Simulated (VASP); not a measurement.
# BiMo (CsCl type) (Pm-3m) in VASP: notebook

The runs below take BiMo (CsCl type) through relaxation of cell and atoms, single point, with PBEsol.

Program: VASP 6.6.1. These are calculated values, not measurements. Logs are shortened: lines on timing, memory, paths and dates and some standing lists are left out, and cuts for length are marked.

### Step 1. The cell of the first run

It takes space group Pm-3m (No. 221, cubic). Conventional cell: a = 3.371 Å, b = 3.371 Å, c = 3.371 Å, α = 90.00°, β = 90.00°, γ = 90.00°. Mo (site symmetry m-3m) has 8 Bi at 2.92 Å and 6 Mo at 3.37 Å within 3.8 Å. Within 3.8 Å of Bi (site symmetry m-3m) lie 8 Mo at 2.92 Å and 6 Bi at 3.37 Å.

### Step 2. Relaxation of cell and atoms, PBEsol, target pressure 2.1 GPa, at which the enthalpy is minimised

INCAR

```
SYSTEM = BiMo
  ALGO = Normal
  EDIFF = 1E-7
  EDIFFG = -0.005
  ENCUT = 500
  GGA = PS
  GGA_COMPAT = .False.
  IBRION = 2
  ISIF = 3
  ISMEAR = -1
  LASPH = .True.
  LCHARG = .False.
  LREAL = .False.
  LWAVE = .False.
  NELM = 120
  NELMIN = 4
  NSW = 32
  PREC = Accurate
  PSTRESS = 21.0
  SIGMA = 0.05
```

KPOINTS

```
k-points
0
Gamma
  12 12 12
  0 0 0
```

POSCAR

```
BiMo
1.0
    3.3707807282      0.0000000000      0.0000000000
    0.0000000000      3.3707807282      0.0000000000
    0.0000000000      0.0000000000      3.3707807282
Mo Bi
1 1
Direct
    0.0000000000      0.0000000000      0.0000000000
    0.5000000000      0.5000000000      0.5000000000
```

Potentials or basis: VASP PAW PBE potentials, release 64 (Mo_sv, Bi_d).

Started as:

```console
cat potpaw_PBE.64/Mo_sv/POTCAR potpaw_PBE.64/Bi_d/POTCAR > POTCAR
mpirun -np 1 vasp_std > vasp.out
```

OUTCAR:

```text
SYSTEM = BiMo
   EDIFF = 1E-7
   EDIFFG = -0.005
   ENCUT = 500
   GGA = PS
   IBRION = 2
   ISIF = 3
   ISMEAR = -1
   LASPH = .True.
   LREAL = .False.
   NELM = 120
   NELMIN = 4
   NSW = 32
   PREC = Accurate
   PSTRESS = 21.0

 ion  position               nearest neighbor table
   1  0.000  0.000  0.000-   2 2.92   2 2.92   2 2.92   2 2.92   2 2.92   2 2.92   2 2.92   2 2.92

   2  0.500  0.500  0.500-   1 2.92   1 2.92   1 2.92   1 2.92   1 2.92   1 2.92   1 2.92   1 2.92

  LATTYP: Found a simple cubic cell.
 ALAT       =     3.3707807282

  Lattice vectors:

 A1 = (   3.3707807282,   0.0000000000,   0.0000000000)
 A2 = (   0.0000000000,   3.3707807282,   0.0000000000)
 A3 = (   0.0000000000,   0.0000000000,   3.3707807282)

Analysis of symmetry for initial positions (statically):
=====================================================================
 Subroutine PRICEL returns:
 Original cell was already a primitive cell.

 Routine SETGRP: Setting up the symmetry group for a
 simple cubic supercell.

 Subroutine GETGRP returns: Found 48 space group operations
 (whereof 48 operations were pure point group operations)
 out of a pool of 48 trial point group operations.

The static configuration has the point symmetry O_h .

Analysis of symmetry for dynamics (positions and initial velocities):
=====================================================================
 Subroutine PRICEL returns:
 Original cell was already a primitive cell.

 Routine SETGRP: Setting up the symmetry group for a
 simple cubic supercell.

 Subroutine GETGRP returns: Found 48 space group operations
 (whereof 48 operations were pure point group operations)
 out of a pool of 48 trial point group operations.

The dynamic configuration has the point symmetry O_h .

 Subroutine INISYM returns: Found 48 space group operations
 (whereof 48 operations are pure point group operations),
 and found     1 'primitive' translations

----------------------------------------------------------------------------------------

                                     Primitive cell

  volume of cell :      38.2994

  direct lattice vectors                    reciprocal lattice vectors
     3.370780728  0.000000000  0.000000000     0.296667176  0.000000000  0.000000000
     0.000000000  3.370780728  0.000000000     0.000000000  0.296667176  0.000000000
     0.000000000  0.000000000  3.370780728     0.000000000  0.000000000  0.296667176

  length of vectors
     3.370780728  3.370780728  3.370780728     0.296667176  0.296667176  0.296667176

  position of ions in fractional coordinates (direct lattice)
     0.000000000  0.000000000  0.000000000
     0.500000000  0.500000000  0.500000000

  ion indices of the primitive-cell ions
   primitive index   ion index
                 1           1
                 2           2

----------------------------------------------------------------------------------------

 KPOINTS: k-points

Automatic generation of k-mesh.
 Grid dimensions read from file:
 generate k-points for:   12   12   12

 Generating k-lattice:

  Cartesian coordinates                     Fractional coordinates (reciprocal lattice)
     0.024722265  0.000000000  0.000000000     0.083333333  0.000000000  0.000000000
     0.000000000  0.024722265  0.000000000     0.000000000  0.083333333  0.000000000
     0.000000000  0.000000000  0.024722265     0.000000000  0.000000000  0.083333333

  Length of vectors
     0.024722265  0.024722265  0.024722265

  Shift w.r.t. Gamma in fractional coordinates (k-lattice)
     0.000000000  0.000000000  0.000000000

 Subroutine IBZKPT returns following result:
 ===========================================

 Found     84 irreducible k-points:

 Following reciprocal coordinates:
            Coordinates               Weight
  0.000000  0.000000  0.000000      1.000000
  0.083333  0.000000  0.000000      6.000000
  0.166667  0.000000  0.000000      6.000000
  0.250000  0.000000  0.000000      6.000000
  0.333333  0.000000  0.000000      6.000000
  0.416667  0.000000  0.000000      6.000000
[... 16 lines left out ...]
  0.333333  0.333333  0.000000     12.000000
  0.416667  0.333333  0.000000     24.000000
 [... further k-points ...]
   k-points           NKPTS =     84   k-points in BZ     NKDIM =     84   number of bands    NBANDS=     18
   number of dos      NEDOS =    301   number of ions     NIONS =      2
   total plane-waves  NPLWV =  21952
   dimension x,y,z NGX =    28 NGY =   28 NGZ =   28
   dimension x,y,z NGXF=    56 NGYF=   56 NGZF=   56
   ions per type =               1   1
   NGX,Y,Z   is equivalent  to a cutoff of  13.81, 13.81, 13.81 a.u.
   NGXF,Y,Z  is equivalent  to a cutoff of  27.62, 27.62, 27.62 a.u.
 SYSTEM =  BiMo
   PREC   = accura    normal or accurate (medium, high low for compatibility)
   ISTART =      0    job   : 0-new  1-cont  2-samecut
   ICHARG =      2    charge: 1-file 2-atom 10-const
   ISPIN  =      1    spin polarized calculation?
[... 35 lines left out ...]
   LRPA    =     F    only Hartree local field effects (RPA)
 conjugate gradient relaxation of ions
 non-spin polarized calculation
  energy-cutoff  :      500.00
  volume of cell :       38.30
 maximum number of plane-waves:       992
 NGX is ok and might be reduce to    28
   NGX = 13   NGY = 13   NGZ = 13

--------------------------------------- Ionic step        1  -------------------------------------------

 number of electron      29.0000004 magnetization

 Free energy of the ion-electron system (eV)
  ---------------------------------------------------
  ext. energy  EPLUGINS =         0.00000000
  ---------------------------------------------------
  free energy    TOTEN  =       -14.70944262 eV

  energy without entropy =      -14.68699102  energy(sigma->0) =      -14.69821682

------------------------ aborting loop because EDIFF is reached ----------------------------------------

  FORCE on cell =-STRESS in cart. coord.  units (eV):
  Direction    XX          YY          ZZ          XY          YZ          ZX
  --------------------------------------------------------------------------------------
  -------------------------------------------------------------------------------------
  Total        0.5477926      0.5477926      0.5477926      0.0000000      0.0000000      0.0000000
  in kB       22.9158119     22.9158119     22.9158119      0.0000000      0.0000000      0.0000000
  external PRESSURE =       1.9158119 kB  Pullay stress =      21.0000000 kB

 VOLUME and BASIS-vectors are now :
 -----------------------------------------------------------------------------
  energy-cutoff  :      500.00
  volume of cell :       38.30
      direct lattice vectors                 reciprocal lattice vectors
     3.370780728  0.000000000  0.000000000     0.296667176  0.000000000  0.000000000
     0.000000000  3.370780728  0.000000000     0.000000000  0.296667176  0.000000000
     0.000000000  0.000000000  3.370780728     0.000000000  0.000000000  0.296667176
[... 84 lines left out ...]
  FREE ENERGIE OF THE ION-ELECTRON SYSTEM (eV)
  ---------------------------------------------------
  free  energy   TOTEN  =       -14.7100821131 eV

  energy  without entropy=      -14.6875890219  energy(sigma->0) =      -14.69883557

  enthalpy is  TOTEN    =       -14.2074748625 eV   P V=        0.5026072505

--------------------------------------- Ionic step        4  -------------------------------------------

 number of electron      29.0000004 magnetization

 Free energy of the ion-electron system (eV)
  ---------------------------------------------------
  ext. energy  EPLUGINS =         0.00000000
  ---------------------------------------------------
  free energy    TOTEN  =       -14.70995973 eV

  energy without entropy =      -14.68747482  energy(sigma->0) =      -14.69871728

 E-fermi :  12.0265     XC(G=0): -12.6681

 val. band max:       12.0069178071   @ k =   0.0833   0.0833   0.0833
 cond. band min:      12.0363345779   @ k =   0.4167   0.4167   0.3333
 fundamental gap:      0.0294167708
 Fermi energy:        12.0265000596

 k-point     1 :       0.0000    0.0000    0.0000
  band No.  band energies     occupation
      1     -48.6271      2.00000
      2     -22.7232      2.00000
      3     -22.7232      2.00000
      4     -22.7232      2.00000
      5     -10.8417      2.00000
      6     -10.8417      2.00000
[... 10 lines left out ...]
     17      13.2052      0.00000
     18      13.2052      0.00000
[... 463 lines left out ...]
 k-point    24 :       0.4167    0.3333    0.0000
  band No.  band energies     occupation
      1     -48.6124      2.00000
      2     -22.8448      2.00000
      3     -22.8158      2.00000
      4     -22.7029      2.00000
      5     -10.7439      2.00000
      6     -10.7412      2.00000
[... 10 lines left out ...]
     17      13.9767      0.00000
     18      16.8093      0.00000

 [... further k-points ...]

------------------------ aborting loop because EDIFF is reached ----------------------------------------

  FORCE on cell =-STRESS in cart. coord.  units (eV):
  Direction    XX          YY          ZZ          XY          YZ          ZX
  --------------------------------------------------------------------------------------
  -------------------------------------------------------------------------------------
  Total        0.5117053      0.5117053      0.5117053      0.0000000      0.0000000     -0.0000000
  in kB       21.3853047     21.3853047     21.3853047      0.0000000      0.0000000     -0.0000000
  external PRESSURE =       0.3853047 kB  Pullay stress =      21.0000000 kB

 VOLUME and BASIS-vectors are now :
 -----------------------------------------------------------------------------
  energy-cutoff  :      500.00
  volume of cell :       38.34
      direct lattice vectors                 reciprocal lattice vectors
     3.371876608  0.000000000  0.000000000     0.296570758  0.000000000  0.000000000
     0.000000000  3.371876608  0.000000000     0.000000000  0.296570758 -0.000000000
    -0.000000000  0.000000000  3.371876608    -0.000000000  0.000000000  0.296570758

 POSITION                                       TOTAL-FORCE (eV/Angst)
 -----------------------------------------------------------------------------------
      0.00000      0.00000      0.00000         0.000000     -0.000000      0.000000
      1.68594      1.68594      1.68594        -0.000000      0.000000      0.000000
 -----------------------------------------------------------------------------------
    total drift:                                0.000000      0.000000      0.000000

  FREE ENERGIE OF THE ION-ELECTRON SYSTEM (eV)
  ---------------------------------------------------
  free  energy   TOTEN  =       -14.7099597345 eV

  energy  without entropy=      -14.6874748247  energy(sigma->0) =      -14.69871728

  enthalpy is  TOTEN    =       -14.2074740046 eV   P V=        0.5024857299

 reached required accuracy - stopping structural energy minimisation
```

Run time: 82 s. Hardware: 1 thread of AMD EPYC 9R45 (Zen 5), shared host; peak memory 0.17 GiB.

What came out:

* Free energy: -14.7100 eV
* Relaxed volume: 19.17 Å³/atom
* Relaxed cell: a = 3.372 Å, b = 3.372 Å, c = 3.372 Å, α = 90.00°, β = 90.00°, γ = 90.00°
* Space group after relaxing (to 0.1 Å): Pm-3m (No. 221)
* Energy change on relaxing (the run minimises the enthalpy): -0.3 meV/atom
* Ionic steps: 4
* Pressure after relaxing: 2.1 GPa
* Band gap on the k mesh: zero (an odd number of electrons rules out a gap without spin polarisation)

The path:
```csv
step,energy change (eV),largest force (eV/Å),pressure (GPa),volume (Å³)
1,0.0000,0.0000,2.29,38.30
2,-0.0016,0.0000,1.77,38.43
3,-0.0006,0.0000,2.05,38.35
4,-0.0005,0.0000,2.14,38.34
```

Final structure:
```xyz
2
Lattice="3.3719 0.0000 0.0000 0.0000 3.3719 0.0000 0.0000 0.0000 3.3719" Properties=species:S:1:pos:R:3 pbc="T T T"
Mo    0.0000    0.0000    0.0000
Bi    1.6859    1.6859    1.6859
```

Caveat: the cell is relaxed towards a set pressure, so the run minimises the enthalpy, not the energy; the PAW data sets were made with another functional, which shifts forces and pressure a little; spin-orbit coupling is left out, which moves the levels of the heavy elements.

### Step 3. Relaxation of cell and atoms, PBEsol, target pressure 2.1 GPa, at which the enthalpy is minimised

This run uses another cell than the first one, of 20.21 Å³/atom.

INCAR

```
SYSTEM = BiMo
PREC = Accurate
ENCUT = 500
EDIFF = 1E-7
ISMEAR = -1
SIGMA = 0.05
LREAL = .FALSE.
LASPH = .TRUE.
NELM = 120
ALGO = Normal
ISIF = 3
LWAVE = .FALSE.
LCHARG = .FALSE.
GGA = PS
IBRION = 2
NSW = 60
EDIFFG = -0.005
PSTRESS = 21.0
GGA_COMPAT = .FALSE.
NELMIN = 4
```

KPOINTS

```
Automatic mesh
0
G
  12 12 12
  0 0 0
```

POSCAR

```
BiMo
1.0
    3.4317056066      0.0000000000      0.0000000000
    0.0000000000      3.4317056066      0.0000000000
    0.0000000000      0.0000000000      3.4317056066
Mo Bi
1 1
Direct
    0.0000000000      0.0000000000      0.0000000000
    0.5000000000      0.5000000000      0.5000000000
```

Potentials or basis: VASP PAW PBE potentials, release 64 (Mo_sv, Bi_d).

Started as:

```console
cat potpaw_PBE.64/Mo_sv/POTCAR potpaw_PBE.64/Bi_d/POTCAR > POTCAR
mpirun -np 1 vasp_std > vasp.out
```

It took 2.6 min on 1 thread of AMD EPYC 9R45 (Zen 5), shared host; peak memory 0.18 GiB.

It converged, with:

- Free energy: -14.7113 eV
- Relaxed volume: 19.17 Å³/atom
- Relaxed cell: a = 3.372 Å, b = 3.372 Å, c = 3.372 Å, α = 90.00°, β = 90.00°, γ = 90.00°
- Space group after relaxing (to 0.1 Å): Pm-3m (No. 221)
- Energy change on relaxing (the run minimises the enthalpy): -11.8 meV/atom
- Ionic steps: 7
- Pressure after relaxing: 2.1 GPa
- Band gap on the k mesh: zero (an odd number of electrons rules out a gap without spin polarisation)

Step by step:
```
step  energy change (eV)  largest force (eV/Å)  pressure (GPa)  volume (Å³)
   1              0.0000                0.0000           -5.36        40.41
   2              0.1747                0.0000           19.22        35.16
   3             -0.0242                0.0000            1.89        38.39
   4             -0.0237                0.0000            2.05        38.35
   5             -0.0231                0.0000            2.22        38.31
   6             -0.0240                0.0000            1.95        38.38
   7             -0.0236                0.0000            2.08        38.34
```

Final structure:
```
CELL_PARAMETERS angstrom
3.37204 0.00000 0.00000
0.00000 3.37204 0.00000
0.00000 0.00000 3.37204
ATOMIC_POSITIONS crystal
Mo 0.00000 0.00000 0.00000
Bi 0.50000 0.50000 0.50000
```

Levels at points of the mesh, in eV from the Fermi level:
| k point | band 12 | band 13 | band 14 | band 15 | band 16 | band 17 |
| --- | --- | --- | --- | --- | --- | --- |
| (0.00, 0.00, 0.00) | -2.49 | 0.65 | 0.65 | 0.65 | 1.18 | 1.18 |
| (0.50, 0.00, 0.00) | -2.25 | -2.07 | -2.07 | 0.55 | 1.84 | 6.94 |
| (0.50, 0.50, 0.00) | -4.29 | -2.31 | -0.37 | -0.37 | 1.45 | 1.78 |
| (0.50, 0.50, 0.50) | -5.49 | -5.49 | 1.88 | 1.88 | 3.17 | 3.17 |

Caveat: the cell is relaxed towards a set pressure, so the run minimises the enthalpy, not the energy; the PAW data sets were made with another functional, which shifts forces and pressure a little; spin-orbit coupling is left out, which moves the levels of the heavy elements.

### Step 4. Single point, PBEsol

INCAR

```
ALGO = Normal
EDIFF = 1E-6
ENCUT = 500
GGA = PS
GGA_COMPAT = F
ISIF = 2
ISMEAR = -1
LASPH = T
LCHARG = T
LELF = T
LREAL = F
LVHAR = T
LWAVE = F
NBANDS = 22
NELM = 120
PREC = Accurate
SIGMA = 0.05
```

KPOINTS

```
k-points
0
Gamma
  12 12 12
```

POSCAR

```
BiMo
1.0
    3.3707807282      0.0000000000      0.0000000000
    0.0000000000      3.3707807282      0.0000000000
    0.0000000000      0.0000000000      3.3707807282
Mo Bi
1 1
Direct
    0.0000000000      0.0000000000      0.0000000000
    0.5000000000      0.5000000000      0.5000000000
```

Started as:

```console
cat potpaw_PBE.64/Mo_sv/POTCAR potpaw_PBE.64/Bi_d/POTCAR > POTCAR
mpirun -np 1 vasp_std > vasp.out
```

Wall time 57 s (1 thread of Oxide Virtual Turin-like, shared host); peak memory 0.17 GiB.

The run converged. Its results:

| Item | Value |
| --- | --- |
| Free energy | -14.7094 eV |
| Pressure | 2.3 GPa |
| Band gap on the k mesh | zero (an odd number of electrons rules out a gap without spin polarisation) |

Levels at points of the mesh, in eV from the Fermi level:
```
           k point  band 10  band 11  band 12  band 13  band 14  band 15  band 16  band 17  band 18  band 19
(0.00, 0.00, 0.00)   -13.99    -2.50    -2.50     0.65     0.65     0.65     1.18     1.18     1.18     4.86
(0.50, 0.00, 0.00)   -11.86    -7.12    -2.25    -2.07    -2.07     0.55     1.85     6.95     7.12     7.19
(0.50, 0.50, 0.00)   -11.05    -4.30    -4.30    -2.31    -0.37    -0.37     1.46     1.79     4.12     4.27
(0.50, 0.50, 0.50)    -8.79    -5.50    -5.50    -5.50     1.89     1.89     3.18     3.18     3.18     5.38
```

Caveat: the PAW data sets were made with another functional, which shifts forces and pressure a little; spin-orbit coupling is left out, which moves the levels of the heavy elements.

### Step 5. Single point, PBEsol

INCAR

```
SYSTEM = BiMo
ALGO = Normal ; EDIFF = 1E-6
ENCUT = 500 ; GGA = PS
GGA_COMPAT = .FALSE. ; ISIF = 2
ISMEAR = -1 ; LASPH = .TRUE.
LCHARG = .TRUE. ; LELF = .TRUE.
LREAL = .FALSE. ; LVHAR = .TRUE.
LWAVE = .FALSE. ; NBANDS = 22
NELM = 120 ; PREC = Accurate
SIGMA = 0.05
```

KPOINTS

```
k-points
0
G
  12 12 12
  0 0 0
```

POSCAR is that of step 4.

Started as:

```console
cat potpaw_PBE.64/Mo_sv/POTCAR potpaw_PBE.64/Bi_d/POTCAR > POTCAR
mpirun -np 1 vasp_std > vasp.out
```

It took 50 s on 1 thread of Oxide Virtual Turin-like, shared host; peak memory 0.16 GiB.

The run converged. Its results:

| Property | Result |
| --- | --- |
| Free energy | -14.7094 eV |
| Pressure | 2.3 GPa |
| Band gap on the k mesh | zero (an odd number of electrons rules out a gap without spin polarisation) |

Levels at points of the mesh, in eV from the Fermi level:
| k point | band 12 | band 13 | band 14 | band 15 | band 16 | band 17 |
| --- | --- | --- | --- | --- | --- | --- |
| (0.00, 0.00, 0.00) | -2.50 | 0.65 | 0.65 | 0.65 | 1.18 | 1.18 |
| (0.50, 0.00, 0.00) | -2.25 | -2.07 | -2.07 | 0.55 | 1.85 | 6.95 |
| (0.50, 0.50, 0.00) | -4.30 | -2.31 | -0.37 | -0.37 | 1.46 | 1.79 |
| (0.50, 0.50, 0.50) | -5.50 | -5.50 | 1.89 | 1.89 | 3.18 | 3.18 |

Caveat: the PAW data sets were made with another functional, which shifts forces and pressure a little; spin-orbit coupling is left out, which moves the levels of the heavy elements.

### Step 6. The runs side by side

| task | cell | gap on the mesh (eV) | pressure (GPa) |
| --- | --- | --- | --- |
| relaxation of cell and atoms | relaxed to 2.1 GPa from a = 3.371 Å, 2 atoms | none | 2.1 |
| relaxation of cell and atoms | relaxed to 2.1 GPa from a = 3.432 Å, 2 atoms | none | 2.1 |
| single point | a = 3.371 Å, 2 atoms | none | 2.3 |

Alike in all rows: level PBEsol; potentials or basis VASP PAW PBE potentials, release 64 (Mo_sv, Bi_d); no spin polarisation; k mesh 12 × 12 × 12; cutoff (eV) 500; smearing fermi-dirac 0.05 eV.

Caveats: the PAW data sets were made with another functional, which shifts forces and pressure a little; spin-orbit coupling is left out, which moves the levels of the heavy elements; the cell is relaxed towards a set pressure, so the run minimises the enthalpy, not the energy (at least some runs).

Absolute energies hang on the potentials; compare differences alone.

The gap in the log of VASP goes by the Fermi energy; the results here count the filled bands.